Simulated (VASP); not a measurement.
Crystal: Li3AgB5.

```
Li Ag B
1.0
     4.69307    0.00000    0.00000
    -2.34654    4.06432    0.00000
     0.00000    0.00000    4.85809
Li Ag B
3 1 5
Direct
  0.50000 0.00000 0.50000
  0.00000 0.50000 0.50000
  0.50000 0.50000 0.50000
  0.00000 0.00000 0.00000
  0.33333 0.66667 0.17294
  0.66667 0.33333 0.17294
  0.66667 0.33333 0.82706
  0.33333 0.66667 0.82706
  0.00000 0.00000 0.50000
```

| Item | Value |
| --- | --- |
| Program | VASP 6.6.1 |
| Task | relaxation of cell and atoms |
| Functional | PBE |
| Potentials or basis | VASP PAW PBE potentials, release 64 (Li_sv, Ag, B) |
| Cutoff | 600 eV |
| k mesh | 6 × 6 × 4 |
| Occupations | gaussian, width 0.1 eV |
| Spin | no spin polarisation |

At the start: pressure 3.1 GPa; volume 10.30 Å³/atom.

Q: How do energy, volume and symmetry change on relaxing?

A: Over 10 steps the energy falls by 88.0 meV/atom and the volume is 10.51 Å³/atom (+2.1 %); space group P6/mmm (No. 191, to 0.05 Å).

Step by step:
| step | energy change (eV) | largest force (eV/Å) | pressure (GPa) | volume (Å³) |
| --- | --- | --- | --- | --- |
| 1 | 0.0000 | 2.5794 | 3.06 | 92.66 |
| 2 | -0.2169 | 3.6624 | 6.33 | 95.28 |
| 3 | -0.4819 | 0.6576 | 4.10 | 94.24 |
| 4 | -0.7374 | 0.0817 | -1.81 | 98.47 |
| 5 | -0.7391 | 0.1380 | -2.24 | 98.86 |
| 6 | -0.7686 | 0.1369 | -1.33 | 97.32 |
| 7 | -0.7796 | 0.4195 | -0.32 | 95.82 |
| 8 | -0.7911 | 0.0080 | -0.32 | 94.66 |
| 9 | -0.7911 | 0.0395 | -0.33 | 94.75 |
| 10 | -0.7919 | 0.0294 | -0.18 | 94.59 |

Final structure:
```
Li Ag B
1.0
     4.52960    0.00000    0.00000
    -2.26480    3.92275    0.00000
     0.00000    0.00000    5.32347
Li Ag B
3 1 5
Cartesian
  2.2648 0.0000 2.6617
  -1.1324 1.9614 2.6617
  1.1324 1.9614 2.6617
  0.0000 0.0000 0.0000
  0.0000 2.6152 0.8126
  2.2648 1.3076 0.8126
  2.2648 1.3076 4.5109
  0.0000 2.6152 4.5109
  0.0000 0.0000 2.6617
```

Caveat: the cutoff is under 1.25 times the usual one of these potentials, so pressure, stress and relaxed cells hold a basis-set (Pulay) error.
